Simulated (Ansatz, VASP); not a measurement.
SiO2 in VASP and in Ansatz

INCAR

```
SYSTEM = SiO2
ALGO     = Normal         ! electronic algorithm
EDIFF    = 1E-6           ! SCF threshold, eV
ENCUT    = 520            ! plane-wave cutoff, eV
GGA      = PE             ! functional
ISIF     = 2              ! what is computed and relaxed
ISMEAR   = 0              ! smearing method
LASPH    = .True.         ! aspherical terms in the spheres
LCHARG   = .True.         ! write CHGCAR
LELF     = .True.         ! ELF
LREAL    = .False.        ! projectors in reciprocal space
LVHAR    = .True.       
LWAVE    = .False.        ! write WAVECAR
NBANDS   = 25             ! bands
NELM     = 100            ! most SCF steps
PREC     = Accurate       ! precision mode
SIGMA    = 0.05           ! smearing width, eV
```

KPOINTS

```
k-points
0
Gamma
  6 6 8
  0 0 0
```

POSCAR

```
SiO2
1.0
    4.2041000000      0.0000000000      0.0000000000
    0.0000000000      4.2041000000      0.0000000000
    0.0000000000      0.0000000000      3.0125000000
Si O
2 4
Direct
    0.5000000000      0.5000000000      0.5000000000
    0.0000000000      0.0000000000      0.0000000000
    0.6930127928      0.6930127928      0.0000000000
    0.1930127928      0.8069872072      0.5000000000
    0.3069872072      0.3069872072      0.0000000000
    0.8069872072      0.1930127928      0.5000000000
```

Input for Ansatz:

```yaml
crystal:
  lattice:
    - [4.2041, 0.0, 0.0]
    - [0.0, 4.2041, 0.0]
    - [0.0, 0.0, 3.0125]
  atoms:
    - { symbol: Si, position: [0.5, 0.5, 0.5] }
    - { symbol: Si, position: [0.0, 0.0, 0.0] }
    - { symbol: O, position: [0.6930127928, 0.6930127928, 0.0] }
    - { symbol: O, position: [0.1930127928, 0.8069872072, 0.5] }
    - { symbol: O, position: [0.3069872072, 0.3069872072, 0.0] }
    - { symbol: O, position: [0.8069872072, 0.1930127928, 0.5] }
basis:
  ecutwfc: 520.0
kpoints:
  mp_grid: { grid: [6, 6, 8] }
hamiltonian:
  xc: pbe
  pseudopotentials: { kind: paw, azcp: { folder: soft_1 } }
scf:
  occupations: { method: gaussian, width: 0.05 }
output:
  forces: true
  stress: true
  eigenvalues: true
```

Alike in both runs: task single point; functional PBE; k mesh 6 × 6 × 8; occupations gaussian, width 0.05 eV; no spin polarisation.

```csv
,VASP,Ansatz
version,VASP 6.6.1,Ansatz 0.2.0
potentials or method,"VASP PAW PBE potentials, release 64 (Si, O), cutoff 520 eV","scalar-relativistic, plane waves, PAW"
valence electrons in the cell,32,32
```

VASP gave:

* gap on the k mesh at the Fermi level (eV): 2.95
* least direct gap on the mesh (eV): 2.95
* pressure (GPa): -25.7
* traceless stress, the component that is largest in VASP (GPa): -26.76
* rms of the force components (eV/Å): 0.265

**Question.** What did Ansatz give for the same quantities?

**Answer.** gap on the k mesh at the Fermi level (eV): 2.98; least direct gap on the mesh (eV): 2.98; pressure (GPa): -25.9; traceless stress, the component that is largest in VASP (GPa): -26.88; rms of the force components (eV/Å): 0.269.

Atom by atom the forces differ by 0.003 eV/Å (rms over components).
